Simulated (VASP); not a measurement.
# Sn (Fd-3m) in VASP: further runs, part 2 of 3

VASP 6.6.1.

## 3. Electric field gradients, LDA (volume scaled by 1.01)

File INCAR:

```
SYSTEM = Sn
ALGO = Normal
EDIFF = 1E-8
ENCUT = 520
ISIF = 2
ISMEAR = -1
LASPH = .True.
LCHARG = .False.
LEFG = .True.
LREAL = .False.
LWAVE = .False.
NBANDS = 21
NELM = 80
PREC = Accurate
SIGMA = 0.03
```

File KPOINTS:

```
k-points
0
Gamma
  9 9 9
  0 0 0
```

File POSCAR:

```
Sn
1.0
    0.0000000000      3.2563828035      3.2563828035
    3.2563828035      0.0000000000      3.2563828035
    3.2563828035      3.2563828035      0.0000000000
Sn
2
Direct
    0.5000000000      0.5000000000      0.5000000000
    0.7500000000      0.7500000000      0.7500000000
```

Potentials or basis: VASP PAW LDA potentials, release 64 (Sn_d).

On the command line:

```sh
cat potpaw_LDA.64/Sn_d/POTCAR > POTCAR
mpirun -np 1 vasp_std > vasp.out
```

OUTCAR:

```text
SYSTEM = Sn
   EDIFF = 1E-8
   ENCUT = 520
   ISIF = 2
   ISMEAR = -1
   LASPH = .True.
   LREAL = .False.
   NELM = 80
   PREC = Accurate

 ion  position               nearest neighbor table
   1  0.500  0.500  0.500-   2 2.82   2 2.82   2 2.82   2 2.82
   2  0.750  0.750  0.750-   1 2.82   1 2.82   1 2.82   1 2.82

  LATTYP: Found a face centered cubic cell.
 ALAT       =     6.5127656070

  Lattice vectors:

 A1 = (   0.0000000000,   3.2563828035,   3.2563828035)
 A2 = (   3.2563828035,   0.0000000000,   3.2563828035)
 A3 = (   3.2563828035,   3.2563828035,   0.0000000000)

Analysis of symmetry for initial positions (statically):
=====================================================================
 Subroutine PRICEL returns:
 Original cell was already a primitive cell.

 Routine SETGRP: Setting up the symmetry group for a
 face centered cubic supercell.

 Subroutine GETGRP returns: Found 48 space group operations
 (whereof 24 operations were pure point group operations)
 out of a pool of 48 trial point group operations.

The static configuration has the point symmetry T_d .
 The point group associated with its full space group is O_h .

Analysis of symmetry for dynamics (positions and initial velocities):
=====================================================================
 Subroutine PRICEL returns:
 Original cell was already a primitive cell.

 Routine SETGRP: Setting up the symmetry group for a
 face centered cubic supercell.

 Subroutine GETGRP returns: Found 48 space group operations
 (whereof 24 operations were pure point group operations)
 out of a pool of 48 trial point group operations.

[... 149 lines left out ...]
 E-fermi :   5.1641     XC(G=0):  -9.1478

 val. band max:        5.1516311614   @ k =   0.4444   0.0000   0.0000
 cond. band min:       5.3049756798   @ k =   0.3333   0.0000   0.0000
 fundamental gap:      0.1533445184
 Fermi energy:         5.1641041069

 k-point     1 :       0.0000    0.0000    0.0000
  band No.  band energies     occupation
      1     -16.3382      2.00000
      2     -16.3382      2.00000
      3     -16.3382      2.00000
      4     -16.2782      2.00000
      5     -16.2782      2.00000
      6     -15.9748      2.00000
[... 565 lines left out ...]
     20      14.9410      0.00000
     21      15.4655      0.00000

 [... further k-points ...]
[... 5 lines left out ...]
  --------------------------------------------------------------------------------------
  -------------------------------------------------------------------------------------
  Total       -0.3369482     -0.3369482     -0.3369482      0.0000000     -0.0000000      0.0000000
  in kB       -7.8169517     -7.8169517     -7.8169517      0.0000000     -0.0000000      0.0000000
  external PRESSURE =      -7.8169517 kB  Pullay stress =       0.0000000 kB

 VOLUME and BASIS-vectors are now :
 -----------------------------------------------------------------------------
  energy-cutoff  :      520.00
  volume of cell :       69.06
      direct lattice vectors                 reciprocal lattice vectors
     0.000000000  3.256382804  3.256382804    -0.153544602  0.153544602  0.153544602
     3.256382804  0.000000000  3.256382804     0.153544602 -0.153544602  0.153544602
     3.256382804  3.256382804  0.000000000     0.153544602  0.153544602 -0.153544602

 POSITION                                       TOTAL-FORCE (eV/Angst)
 -----------------------------------------------------------------------------------
      3.25638      3.25638      3.25638         0.000000      0.000000      0.000000
      4.88457      4.88457      4.88457        -0.000000     -0.000000     -0.000000
 -----------------------------------------------------------------------------------
    total drift:                                0.000000      0.000000      0.000000

  FREE ENERGIE OF THE ION-ELECTRON SYSTEM (eV)
  ---------------------------------------------------
  free  energy   TOTEN  =        -8.9351586804 eV

  energy  without entropy=       -8.9339374980  energy(sigma->0) =       -8.93454809

 Electric field gradients (V/A^2)
---------------------------------------------------------------------
 ion       V_xx      V_yy      V_zz      V_xy      V_xz      V_yz
---------------------------------------------------------------------
   1      -0.000    -0.000    -0.000     0.001     0.001     0.001
   2      -0.000    -0.000    -0.000     0.001     0.001     0.001
---------------------------------------------------------------------

 Electric field gradients after diagonalization (V/A^2)
 (convention: |V_zz| > |V_xx| > |V_yy|)
----------------------------------------------------------------------
 ion       V_xx      V_yy      V_zz     asymmetry (V_yy - V_xx)/ V_zz
----------------------------------------------------------------------
   1      -0.001    -0.001     0.001       0.000
   2      -0.001    -0.001     0.001       0.000
----------------------------------------------------------------------

           NMR quadrupolar parameters

 Cq : quadrupolar parameter    Cq=e*Q*V_zz/h
 eta: asymmetry parameters     (V_yy - V_xx)/ V_zz
 Q  : nuclear electric quadrupole moment in mb (millibarn)
----------------------------------------------------------------------
 ion       Cq(MHz)       eta       Q (mb)
----------------------------------------------------------------------
   1       0.000       0.000       1.000
   2       0.000       0.000       1.000
----------------------------------------------------------------------
```

OSZICAR:

```text
N       E                     dE             d eps       ncg     rms          rms(c)
DAV:   1     0.233236176295E+03    0.23324E+03   -0.14940E+04  1500   0.195E+03
DAV:   2     0.174901543124E+02   -0.21575E+03   -0.21120E+03  1475   0.457E+02
DAV:   3    -0.815643407866E+01   -0.25647E+02   -0.25500E+02  1740   0.143E+02
DAV:   4    -0.902847206434E+01   -0.87204E+00   -0.87164E+00  1670   0.300E+01
DAV:   5    -0.905869249260E+01   -0.30220E-01   -0.30220E-01  2155   0.546E+00    0.325E+00
DAV:   6    -0.897558756389E+01    0.83105E-01   -0.40097E-02  1902   0.218E+00    0.183E+00
DAV:   7    -0.893450551988E+01    0.41082E-01   -0.58121E-02  1575   0.210E+00    0.143E-01
DAV:   8    -0.893506123887E+01   -0.55572E-03   -0.52407E-03  1695   0.775E-01    0.556E-02
DAV:   9    -0.893515981264E+01   -0.98574E-04   -0.16977E-04  1933   0.928E-02    0.142E-02
DAV:  10    -0.893515812292E+01    0.16897E-05   -0.14308E-05  1972   0.425E-02    0.415E-03
DAV:  11    -0.893515868347E+01   -0.56055E-06   -0.11606E-06  1647   0.728E-03    0.143E-03
DAV:  12    -0.893515868045E+01    0.30177E-08   -0.57125E-08  1661   0.187E-03
   1 F= -.89351587E+01 E0= -.89345481E+01  d E =-.122118E-02
```

Wall time 38 s (1 thread of Intel Xeon Platinum 8375C at 2.90GHz (Ice Lake), shared host); peak memory 0.19 GiB.

Results:

| Quantity | Value |
| --- | --- |
| Free energy | -8.9352 eV |
| Pressure | -0.8 GPa |
| Band gap on the k mesh | zero (band 14 reaches 5.34 eV, above the bottom of band 15 at 5.15 eV) |

Caveat: without QUAD_EFG the Cq values of the log hold for a quadrupole moment of 1 mb, not for the nuclei; spin-orbit coupling is left out, which moves the levels of the heavy elements.

## 4. Electric field gradients, LDA (volume scaled by 1.01)

File INCAR:

```
SYSTEM = Sn
PREC = Accurate
ENCUT = 520
EDIFF = 1E-8
ISMEAR = -1
SIGMA = 0.03
LREAL = .False.
LASPH = .True.
NELM = 60
ALGO = Normal
ISIF = 2
LWAVE = .False.
LCHARG = .False.
GGA = CA
LEFG = .True.
NBANDS = 21
```

File KPOINTS:

```
regular mesh
0
Gamma
  9 9 9
  0 0 0
```

POSCAR is that of step 3.

Potentials or basis: VASP PAW LDA potentials, release 64 (Sn_d).

On the command line:

```sh
cat potpaw_LDA.64/Sn_d/POTCAR > POTCAR
mpirun -np 1 vasp_std > vasp.out
```

OUTCAR:

```text
SYSTEM = Sn
   PREC = Accurate
   ENCUT = 520
   EDIFF = 1E-8
   ISMEAR = -1
   LREAL = .False.
   LASPH = .True.
   NELM = 60
   ISIF = 2
   GGA = CA

 ion  position               nearest neighbor table
   1  0.500  0.500  0.500-   2 2.82   2 2.82   2 2.82   2 2.82
   2  0.750  0.750  0.750-   1 2.82   1 2.82   1 2.82   1 2.82

  LATTYP: Found a face centered cubic cell.
 ALAT       =     6.5127656070

  Lattice vectors:

 A1 = (   0.0000000000,   3.2563828035,   3.2563828035)
 A2 = (   3.2563828035,   0.0000000000,   3.2563828035)
 A3 = (   3.2563828035,   3.2563828035,   0.0000000000)

Analysis of symmetry for initial positions (statically):
=====================================================================
 Subroutine PRICEL returns:
 Original cell was already a primitive cell.

 Routine SETGRP: Setting up the symmetry group for a
 face centered cubic supercell.

 Subroutine GETGRP returns: Found 48 space group operations
 (whereof 24 operations were pure point group operations)
 out of a pool of 48 trial point group operations.

The static configuration has the point symmetry T_d .
 The point group associated with its full space group is O_h .

Analysis of symmetry for dynamics (positions and initial velocities):
=====================================================================
 Subroutine PRICEL returns:
 Original cell was already a primitive cell.

 Routine SETGRP: Setting up the symmetry group for a
 face centered cubic supercell.

 Subroutine GETGRP returns: Found 48 space group operations
 (whereof 24 operations were pure point group operations)
 out of a pool of 48 trial point group operations.

The dynamic configuration has the point symmetry T_d .
 The point group associated with its full space group is O_h .

 Subroutine INISYM returns: Found 48 space group operations
 (whereof 24 operations are pure point group operations),
 and found     1 'primitive' translations

----------------------------------------------------------------------------------------

                                     Primitive cell

  volume of cell :      69.0616

  direct lattice vectors                    reciprocal lattice vectors
     0.000000000  3.256382804  3.256382804    -0.153544602  0.153544602  0.153544602
     3.256382804  0.000000000  3.256382804     0.153544602 -0.153544602  0.153544602
     3.256382804  3.256382804  0.000000000     0.153544602  0.153544602 -0.153544602

  length of vectors
     4.605220725  4.605220725  4.605220725     0.265947051  0.265947051  0.265947051

  position of ions in fractional coordinates (direct lattice)
     0.500000000  0.500000000  0.500000000
     0.750000000  0.750000000  0.750000000

  ion indices of the primitive-cell ions
   primitive index   ion index
                 1           1
                 2           2

----------------------------------------------------------------------------------------

 KPOINTS: regular mesh

[... 66 lines left out ...]
   NELM   =     60;   NELMIN=  2; NELMDL= -5     # of ELM steps
   EDIFF  = 0.1E-07   stopping-criterion for ELM
   LREAL  =      F    real-space projection
   EDIFFG = 0.1E-06   stopping-criterion for IOM
   NSW    =      0    number of steps for IOM
   IBRION =     -1    ionic relax: 0-MD 1-quasi-New 2-CG
   NFREE  =      0    steps in history (QN), initial steepest desc. (CG)
   ISIF   =      2    stress and relaxation
   ISYM   =      2    0-nonsym 1-usesym 2-fastsym
   POTIM  = 0.5000    time-step for ionic-motion
   TEBEG  =    0.0;   TEEND  =   0.0 temperature during run
   PSTRESS=    0.0 pullay stress
   NELECT =      28.0000    total number of electrons
   NUPDOWN=      -1.0000    fix difference up-down
   EMIN   =  10.00;   EMAX   =-10.00  energy-range for DOS
   EFERMI =   0.00;   METHOD = LEGACY
   ISMEAR =    -1;   SIGMA  =   0.03  broadening in eV -4-tet -1-fermi 0-gaus
   EFERMI_NEDOS =   21; number of points for ismear=-14 and -15
   IALGO  =     38    algorithm
   IMIX   =      4    mixing-type and parameters
     AMIX     =   0.40;   BMIX     =  1.00
     AMIX_MAG =   1.60;   BMIX_MAG =  1.00
  volume/ion in A,a.u.               =      34.53       233.03
  Fermi-wavevector in a.u.,A,eV,Ry     =   1.211664  2.289712 19.975103  1.468129
  Thomas-Fermi vector in A             =   2.347172
   LORBIT       =      0    0 simple, 1 ext, 2 COOP (PROOUT), +10 PAW based schemes
   GGA     = CA    functional components
   LHFCALC =     F    Hartree Fock is set to
   AEXX    =    0.0000 exact exchange contribution
   IVDW    =     0    specifies the selected vdW correction
   LEPSILON=     F    determine dielectric tensor
   LRPA    =     F    only Hartree local field effects (RPA)
 non-spin polarized calculation
  energy-cutoff  :      520.00
  volume of cell :       69.06
 maximum number of plane-waves:      1872
 NGX is ok and might be reduce to    36
   NGX = 17   NGY = 17   NGZ = 17

 number of electron      27.9999994 magnetization

 Free energy of the ion-electron system (eV)
  ---------------------------------------------------
  ext. energy  EPLUGINS =         0.00000000
  ---------------------------------------------------
  free energy    TOTEN  =        -8.93515868 eV

  energy without entropy =       -8.93393750  energy(sigma->0) =       -8.93454809

 E-fermi :   5.1641     XC(G=0):  -9.1478

 val. band max:        5.1516311614   @ k =   0.4444   0.0000   0.0000
 cond. band min:       5.3049756798   @ k =   0.3333   0.0000   0.0000
 fundamental gap:      0.1533445184
 Fermi energy:         5.1641041069

 k-point     1 :       0.0000    0.0000    0.0000
  band No.  band energies     occupation
      1     -16.3382      2.00000
      2     -16.3382      2.00000
      3     -16.3382      2.00000
      4     -16.2782      2.00000
      5     -16.2782      2.00000
      6     -15.9748      2.00000
[... 565 lines left out ...]
     20      14.9410      0.00000
     21      15.4655      0.00000

 [... further k-points ...]
[... 5 lines left out ...]
  --------------------------------------------------------------------------------------
  -------------------------------------------------------------------------------------
  Total       -0.3369482     -0.3369482     -0.3369482      0.0000000     -0.0000000      0.0000000
  in kB       -7.8169517     -7.8169517     -7.8169517      0.0000000     -0.0000000      0.0000000
  external PRESSURE =      -7.8169517 kB  Pullay stress =       0.0000000 kB

 VOLUME and BASIS-vectors are now :
 -----------------------------------------------------------------------------
  energy-cutoff  :      520.00
  volume of cell :       69.06
      direct lattice vectors                 reciprocal lattice vectors
     0.000000000  3.256382804  3.256382804    -0.153544602  0.153544602  0.153544602
     3.256382804  0.000000000  3.256382804     0.153544602 -0.153544602  0.153544602
     3.256382804  3.256382804  0.000000000     0.153544602  0.153544602 -0.153544602

 POSITION                                       TOTAL-FORCE (eV/Angst)
 -----------------------------------------------------------------------------------
      3.25638      3.25638      3.25638         0.000000      0.000000      0.000000
      4.88457      4.88457      4.88457        -0.000000     -0.000000     -0.000000
 -----------------------------------------------------------------------------------
    total drift:                                0.000000      0.000000      0.000000

  FREE ENERGIE OF THE ION-ELECTRON SYSTEM (eV)
  ---------------------------------------------------
  free  energy   TOTEN  =        -8.9351586804 eV

  energy  without entropy=       -8.9339374980  energy(sigma->0) =       -8.93454809

 Electric field gradients (V/A^2)
---------------------------------------------------------------------
 ion       V_xx      V_yy      V_zz      V_xy      V_xz      V_yz
---------------------------------------------------------------------
   1      -0.000    -0.000    -0.000     0.001     0.001     0.001
   2      -0.000    -0.000    -0.000     0.001     0.001     0.001
---------------------------------------------------------------------

 Electric field gradients after diagonalization (V/A^2)
 (convention: |V_zz| > |V_xx| > |V_yy|)
----------------------------------------------------------------------
 ion       V_xx      V_yy      V_zz     asymmetry (V_yy - V_xx)/ V_zz
----------------------------------------------------------------------
   1      -0.001    -0.001     0.001       0.000
   2      -0.001    -0.001     0.001       0.000
----------------------------------------------------------------------

           NMR quadrupolar parameters

 Cq : quadrupolar parameter    Cq=e*Q*V_zz/h
 eta: asymmetry parameters     (V_yy - V_xx)/ V_zz
 Q  : nuclear electric quadrupole moment in mb (millibarn)
----------------------------------------------------------------------
 ion       Cq(MHz)       eta       Q (mb)
----------------------------------------------------------------------
   1       0.000       0.000       1.000
   2       0.000       0.000       1.000
----------------------------------------------------------------------
```

OSZICAR:

```text
N       E                     dE             d eps       ncg     rms          rms(c)
DAV:   1     0.233236176295E+03    0.23324E+03   -0.14940E+04  1500   0.195E+03
DAV:   2     0.174901543124E+02   -0.21575E+03   -0.21120E+03  1475   0.457E+02
DAV:   3    -0.815643407866E+01   -0.25647E+02   -0.25500E+02  1740   0.143E+02
DAV:   4    -0.902847206434E+01   -0.87204E+00   -0.87164E+00  1670   0.300E+01
DAV:   5    -0.905869249260E+01   -0.30220E-01   -0.30220E-01  2155   0.546E+00    0.325E+00
DAV:   6    -0.897558756389E+01    0.83105E-01   -0.40097E-02  1902   0.218E+00    0.183E+00
DAV:   7    -0.893450551988E+01    0.41082E-01   -0.58121E-02  1575   0.210E+00    0.143E-01
DAV:   8    -0.893506123887E+01   -0.55572E-03   -0.52407E-03  1695   0.775E-01    0.556E-02
DAV:   9    -0.893515981264E+01   -0.98574E-04   -0.16977E-04  1933   0.928E-02    0.142E-02
DAV:  10    -0.893515812292E+01    0.16897E-05   -0.14308E-05  1972   0.425E-02    0.415E-03
DAV:  11    -0.893515868347E+01   -0.56055E-06   -0.11606E-06  1647   0.728E-03    0.143E-03
DAV:  12    -0.893515868045E+01    0.30177E-08   -0.57125E-08  1661   0.187E-03
   1 F= -.89351587E+01 E0= -.89345481E+01  d E =-.122118E-02
```

It took 38 s on 1 thread of Intel Xeon Platinum 8375C at 2.90GHz (Ice Lake), shared host; peak memory 0.19 GiB.

Results:

- Free energy: -8.9352 eV
- Pressure: -0.8 GPa
- Band gap on the k mesh: zero (band 14 reaches 5.34 eV, above the bottom of band 15 at 5.15 eV)

Caveat: without QUAD_EFG the Cq values of the log hold for a quadrupole moment of 1 mb, not for the nuclei; spin-orbit coupling is left out, which moves the levels of the heavy elements.

(Part 2 of 3 ends here.)
